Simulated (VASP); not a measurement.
# SiC (F-43m) in VASP: a series of runs

The runs below take SiC through single point, with PBE.

Everything below comes from runs of VASP 6.6.1. Logs are shortened: lines on timing, memory, paths and dates and some standing lists are left out, and cuts for length are marked.

### 1 The cell of the first run

It takes space group F-43m (No. 216, cubic). The conventional cell has a = 4.348 Å, b = 4.348 Å, c = 4.348 Å, α = 90.00°, β = 90.00°, γ = 90.00°. Si (site symmetry -43m) has 4 C at 1.88 Å within 2.5 Å. C (site symmetry -43m) has 4 Si at 1.88 Å within 2.5 Å.

### 2 Single point, PBE

The input, INCAR:

```
ALGO = Normal
EDIFF = 1E-7
ENCUT = 520
GGA = PE
ISIF = 2
ISMEAR = -1
LASPH = T
LCHARG = T
LELF = T
LREAL = F
LVHAR = T
LWAVE = F
NBANDS = 11
NELM = 80
PREC = Accurate
SIGMA = 0.1
```

The input, KPOINTS:

```
k-points
0
Gamma
  12 12 12
```

The input, POSCAR:

```
SiC
1.0
    0.0000000000      2.1740000000      2.1740000000
    2.1740000000      0.0000000000      2.1740000000
    2.1740000000      2.1740000000      0.0000000000
Si C
1 1
Direct
    0.0000000000      0.0000000000      0.0000000000
    0.7500000000      0.7500000000      0.7500000000
```

Potentials or basis: VASP PAW PBE potentials, release 64 (Si, C).

Run with:

```sh
> cat potpaw_PBE.64/Si/POTCAR potpaw_PBE.64/C/POTCAR > POTCAR
> mpirun -np 1 vasp_std > vasp.out
```

OUTCAR:

```text
EDIFF = 1E-7
   ENCUT = 520
   GGA = PE
   ISIF = 2
   ISMEAR = -1
   LASPH = T
   LREAL = F
   NELM = 80
   PREC = Accurate

 ion  position               nearest neighbor table
   1  0.000  0.000  0.000-   2 1.88   2 1.88   2 1.88   2 1.88
   2  0.750  0.750  0.750-   1 1.88   1 1.88   1 1.88   1 1.88

  LATTYP: Found a face centered cubic cell.
 ALAT       =     4.3480000000

  Lattice vectors:

 A1 = (   0.0000000000,   2.1740000000,   2.1740000000)
 A2 = (   2.1740000000,   0.0000000000,   2.1740000000)
 A3 = (   2.1740000000,   2.1740000000,   0.0000000000)

Analysis of symmetry for initial positions (statically):
=====================================================================
 Subroutine PRICEL returns:
 Original cell was already a primitive cell.

 Routine SETGRP: Setting up the symmetry group for a
 face centered cubic supercell.

 Subroutine GETGRP returns: Found 24 space group operations
 (whereof 24 operations were pure point group operations)
 out of a pool of 48 trial point group operations.

The static configuration has the point symmetry T_d .

Analysis of symmetry for dynamics (positions and initial velocities):
=====================================================================
 Subroutine PRICEL returns:
 Original cell was already a primitive cell.

 Routine SETGRP: Setting up the symmetry group for a
 face centered cubic supercell.

 Subroutine GETGRP returns: Found 24 space group operations
 (whereof 24 operations were pure point group operations)
 out of a pool of 48 trial point group operations.

The dynamic configuration has the point symmetry T_d .

 Subroutine INISYM returns: Found 24 space group operations
 (whereof 24 operations are pure point group operations),
 and found     1 'primitive' translations

----------------------------------------------------------------------------------------

                                     Primitive cell

  volume of cell :      20.5498

  direct lattice vectors                    reciprocal lattice vectors
     0.000000000  2.174000000  2.174000000    -0.229990800  0.229990800  0.229990800
     2.174000000  0.000000000  2.174000000     0.229990800 -0.229990800  0.229990800
     2.174000000  2.174000000  0.000000000     0.229990800  0.229990800 -0.229990800

  length of vectors
[... 81 lines left out ...]
   NELM   =     80;   NELMIN=  2; NELMDL= -5     # of ELM steps
   EDIFF  = 0.1E-06   stopping-criterion for ELM
   LREAL  =      F    real-space projection
   EDIFFG = 0.1E-05   stopping-criterion for IOM
   NSW    =      0    number of steps for IOM
   IBRION =     -1    ionic relax: 0-MD 1-quasi-New 2-CG
   NFREE  =      0    steps in history (QN), initial steepest desc. (CG)
   ISIF   =      2    stress and relaxation
   ISYM   =      2    0-nonsym 1-usesym 2-fastsym
   POTIM  = 0.5000    time-step for ionic-motion
   TEBEG  =    0.0;   TEEND  =   0.0 temperature during run
   PSTRESS=    0.0 pullay stress
   NELECT =       8.0000    total number of electrons
   NUPDOWN=      -1.0000    fix difference up-down
   EMIN   =  10.00;   EMAX   =-10.00  energy-range for DOS
   EFERMI =   0.00;   METHOD = LEGACY
   ISMEAR =    -1;   SIGMA  =   0.10  broadening in eV -4-tet -1-fermi 0-gaus
   EFERMI_NEDOS =   21; number of points for ismear=-14 and -15
   IALGO  =     38    algorithm
   IMIX   =      4    mixing-type and parameters
     AMIX     =   0.40;   BMIX     =  1.00
     AMIX_MAG =   1.60;   BMIX_MAG =  1.00
  volume/ion in A,a.u.               =      10.27        69.34
  Fermi-wavevector in a.u.,A,eV,Ry     =   1.195369  2.258920 19.441458  1.428907
  Thomas-Fermi vector in A             =   2.331336
   LORBIT       =      0    0 simple, 1 ext, 2 COOP (PROOUT), +10 PAW based schemes
   GGA     = PE    functional components
   LHFCALC =     F    Hartree Fock is set to
   AEXX    =    0.0000 exact exchange contribution
   IVDW    =     0    specifies the selected vdW correction
   LEPSILON=     F    determine dielectric tensor
   LRPA    =     F    only Hartree local field effects (RPA)
 non-spin polarized calculation
  energy-cutoff  :      520.00
  volume of cell :       20.55
 maximum number of plane-waves:       568
   NGX = 11   NGY = 11   NGZ = 11

 number of electron       8.0000001 magnetization

 Free energy of the ion-electron system (eV)
  ---------------------------------------------------
  ext. energy  EPLUGINS =         0.00000000
  ---------------------------------------------------
  free energy    TOTEN  =       -15.05426382 eV

  energy without entropy =      -15.05424393  energy(sigma->0) =      -15.05425387

 E-fermi :   8.9519     XC(G=0): -11.3864

 val. band max:        8.1842956366   @ k =   0.0000   0.0000   0.0000
 cond. band min:       9.5349555518   @ k =   0.5000   0.5000   0.0000
 fundamental gap:      1.3506599151
 Fermi energy:         8.9518517516

 k-point     1 :       0.0000    0.0000    0.0000
  band No.  band energies     occupation
      1      -7.2731      2.00000
      2       8.1843      1.99907
      3       8.1843      1.99907
      4       8.1843      1.99907
      5      14.4992      0.00000
      6      15.5399      0.00000
      7      15.5399      0.00000
      8      15.5399      0.00000
      9      22.7314      0.00000
     10      22.7314      0.00000
     11      24.7726      0.00000
[... 309 lines left out ...]
 k-point    24 :      -0.4167    0.1667    0.0000
  band No.  band energies     occupation
      1      -3.3574      2.00000
      2       0.1435      2.00000
      3       5.0903      2.00000
      4       6.6692      2.00000
      5      13.3527      0.00000
      6      15.9713      0.00000
      7      16.7632      0.00000
      8      19.4279      0.00000
      9      22.9425      0.00000
     10      23.6449      0.00000
     11      26.4305      0.00000

 [... further k-points ...]
[... 5 lines left out ...]
  --------------------------------------------------------------------------------------
  -------------------------------------------------------------------------------------
  Total        0.6131558      0.6131558      0.6131558      0.0000000      0.0000000      0.0000000
  in kB       47.8049461     47.8049461     47.8049461      0.0000000      0.0000000      0.0000000
  external PRESSURE =      47.8049461 kB  Pullay stress =       0.0000000 kB

 VOLUME and BASIS-vectors are now :
 -----------------------------------------------------------------------------
  energy-cutoff  :      520.00
  volume of cell :       20.55
      direct lattice vectors                 reciprocal lattice vectors
     0.000000000  2.174000000  2.174000000    -0.229990800  0.229990800  0.229990800
     2.174000000  0.000000000  2.174000000     0.229990800 -0.229990800  0.229990800
     2.174000000  2.174000000  0.000000000     0.229990800  0.229990800 -0.229990800

 POSITION                                       TOTAL-FORCE (eV/Angst)
 -----------------------------------------------------------------------------------
      0.00000      0.00000      0.00000         0.000000      0.000000      0.000000
      3.26100      3.26100      3.26100        -0.000000     -0.000000     -0.000000
 -----------------------------------------------------------------------------------
    total drift:                               -0.000000     -0.000000     -0.000000

  FREE ENERGIE OF THE ION-ELECTRON SYSTEM (eV)
  ---------------------------------------------------
  free  energy   TOTEN  =       -15.0542638162 eV

  energy  without entropy=      -15.0542439278  energy(sigma->0) =      -15.05425387
```

OSZICAR:

```text
N       E                     dE             d eps       ncg     rms          rms(c)
DAV:   1     0.303332807544E+01    0.30333E+01   -0.39165E+03  1688   0.608E+02
DAV:   2    -0.163481546368E+02   -0.19381E+02   -0.18243E+02  2001   0.109E+02
DAV:   3    -0.169263515703E+02   -0.57820E+00   -0.57748E+00  1954   0.155E+01
DAV:   4    -0.169284373352E+02   -0.20858E-02   -0.20856E-02  1808   0.118E+00
DAV:   5    -0.169284470431E+02   -0.97079E-05   -0.97078E-05  1944   0.742E-02    0.888E+00
DAV:   6    -0.151134266229E+02    0.18150E+01   -0.64994E+00  1767   0.114E+01    0.394E+00
DAV:   7    -0.150618248954E+02    0.51602E-01   -0.39400E-01  1899   0.358E+00    0.180E+00
DAV:   8    -0.150540489630E+02    0.77759E-02   -0.20393E-02  1785   0.950E-01    0.171E-01
DAV:   9    -0.150541522144E+02   -0.10325E-03   -0.16291E-03  1986   0.230E-01    0.113E-01
DAV:  10    -0.150542612776E+02   -0.10906E-03   -0.23431E-04  1773   0.933E-02    0.261E-02
DAV:  11    -0.150542633885E+02   -0.21109E-05   -0.41346E-05  1902   0.335E-02    0.689E-03
DAV:  12    -0.150542637924E+02   -0.40388E-06   -0.19450E-06  1839   0.831E-03    0.110E-03
DAV:  13    -0.150542638162E+02   -0.23793E-07   -0.95315E-08  1608   0.210E-03
   1 F= -.15054264E+02 E0= -.15054254E+02  d E =-.198884E-04
```

Run time: 8.3 s. Hardware: 1 thread of Intel Xeon Platinum 8375C at 2.90GHz (Ice Lake), shared host; peak memory 0.14 GiB.

What came out:

```
Free energy            : -15.0543 eV
Pressure               : 4.8 GPa
Band gap on the k mesh : 1.35 eV, indirect (least direct gap 4.55 eV)
```

### 3 Single point, PBE

The input, INCAR:

```
SYSTEM = SiC
ALGO     = Normal         ! electronic algorithm
EDIFF    = 1E-7           ! SCF threshold, eV
ENCUT    = 520            ! plane-wave cutoff, eV
GGA      = PE             ! functional
ISIF     = 2              ! what is computed and relaxed
ISMEAR   = -1             ! smearing method
LASPH    = .True.         ! aspherical terms in the spheres
LCHARG   = .True.         ! write CHGCAR
LELF     = .True.         ! ELF
LREAL    = .False.        ! projectors in reciprocal space
LVHAR    = .True.       
LWAVE    = .False.        ! write WAVECAR
NBANDS   = 11             ! bands
NELM     = 80             ! most SCF steps
PREC     = Accurate       ! precision mode
SIGMA    = 0.1            ! smearing width, eV
```

The input, KPOINTS:

```
k-points
0
Gamma
  12 12 12
  0 0 0
```

POSCAR is that of step 2.

Potentials or basis: VASP PAW PBE potentials, release 64 (Si, C).

Run with:

```sh
> cat potpaw_PBE.64/Si/POTCAR potpaw_PBE.64/C/POTCAR > POTCAR
> mpirun -np 1 vasp_std > vasp.out
```

Wall time 8.4 s (1 thread of Intel Xeon Platinum 8375C at 2.90GHz (Ice Lake), shared host); peak memory 0.13 GiB.

The run converged. Its results:

```
Free energy            : -15.0543 eV
Pressure               : 4.8 GPa
Band gap on the k mesh : 1.35 eV, indirect (least direct gap 4.55 eV)
```

Levels at points of the mesh, in eV from the valence-band top:
```
           k point  band 1  band 2  band 3  band 4  band 5  band 6  band 7  band 8  band 9
(0.00, 0.00, 0.00)  -15.46    0.00    0.00    0.00    6.31    7.36    7.36    7.36   14.55
(0.50, 0.00, 0.00)  -11.87   -8.57   -1.05   -1.05    5.50    7.26    7.26   10.09   16.28
(0.50, 0.50, 0.00)  -10.41   -7.82   -3.20   -3.20    1.35    4.35   14.12   14.12   14.88
```

### 4 Single point, PBE

The input, INCAR:

```
SYSTEM = SiC
ALGO = Normal ; EDIFF = 1E-7
ENCUT = 520 ; GGA = PE
ISIF = 2 ; ISMEAR = -5
LASPH = .True. ; LCHARG = .False.
LREAL = .False. ; LWAVE = .False.
NBANDS = 11 ; NELM = 100
PREC = Accurate ; SIGMA = 0.1
```

KPOINTS is that of step 3.

POSCAR is that of step 3.

Potentials or basis: VASP PAW PBE potentials, release 64 (Si, C).

Run with:

```sh
> cat potpaw_PBE.64/Si/POTCAR potpaw_PBE.64/C/POTCAR > POTCAR
> mpirun -np 1 vasp_std > vasp.out
```

OUTCAR:

```text
SYSTEM = SiC
   EDIFF = 1E-7
   ENCUT = 520
   GGA = PE
   ISIF = 2
   ISMEAR = -5
   LASPH = .True.
   LREAL = .False.
   NELM = 100
   PREC = Accurate

 ion  position               nearest neighbor table
   1  0.000  0.000  0.000-   2 1.88   2 1.88   2 1.88   2 1.88
   2  0.750  0.750  0.750-   1 1.88   1 1.88   1 1.88   1 1.88

  LATTYP: Found a face centered cubic cell.
 ALAT       =     4.3480000000

  Lattice vectors:

 A1 = (   0.0000000000,   2.1740000000,   2.1740000000)
 A2 = (   2.1740000000,   0.0000000000,   2.1740000000)
 A3 = (   2.1740000000,   2.1740000000,   0.0000000000)

[... 514 lines left out ...]
      8      19.4279      0.00000
      9      22.9425      0.00000
     10      23.6449      0.00000
     11      26.4305      0.00000

 [... further k-points ...]
[... 5 lines left out ...]
  --------------------------------------------------------------------------------------
  -------------------------------------------------------------------------------------
  Total        0.6131667      0.6131667      0.6131667      0.0000000      0.0000000      0.0000000
  in kB       47.8057929     47.8057929     47.8057929      0.0000000      0.0000000      0.0000000
  external PRESSURE =      47.8057929 kB  Pullay stress =       0.0000000 kB

 VOLUME and BASIS-vectors are now :
 -----------------------------------------------------------------------------
  energy-cutoff  :      520.00
  volume of cell :       20.55
      direct lattice vectors                 reciprocal lattice vectors
     0.000000000  2.174000000  2.174000000    -0.229990800  0.229990800  0.229990800
     2.174000000  0.000000000  2.174000000     0.229990800 -0.229990800  0.229990800
     2.174000000  2.174000000  0.000000000     0.229990800  0.229990800 -0.229990800

 POSITION                                       TOTAL-FORCE (eV/Angst)
 -----------------------------------------------------------------------------------
      0.00000      0.00000      0.00000        -0.000000      0.000000     -0.000000
      3.26100      3.26100      3.26100         0.000000     -0.000000      0.000000
 -----------------------------------------------------------------------------------
    total drift:                               -0.000000     -0.000000     -0.000000

  FREE ENERGIE OF THE ION-ELECTRON SYSTEM (eV)
  ---------------------------------------------------
  free  energy   TOTEN  =       -15.0542614917 eV

  energy  without entropy=      -15.0542614917  energy(sigma->0) =      -15.05426149
```

Wall time 8.2 s (1 thread of Intel Xeon Platinum 8375C at 2.90GHz (Ice Lake), shared host); peak memory 0.14 GiB.

Results:

```yaml
Free_energy: -15.0543 eV
Pressure: 4.8 GPa
Band_gap_on_the_k_mesh: 1.35 eV, indirect (least direct gap 4.55 eV)
```

Levels at points of the mesh, in eV from the valence-band top:
```csv
k point,band 1,band 2,band 3,band 4,band 5,band 6,band 7,band 8,band 9
"(0.00, 0.00, 0.00)",-15.46,0.00,0.00,0.00,6.31,7.36,7.36,7.36,14.55
"(0.50, 0.00, 0.00)",-11.87,-8.57,-1.05,-1.05,5.50,7.26,7.26,10.09,16.28
"(0.50, 0.50, 0.00)",-10.41,-7.82,-3.20,-3.20,1.35,4.35,14.12,14.12,14.88
```
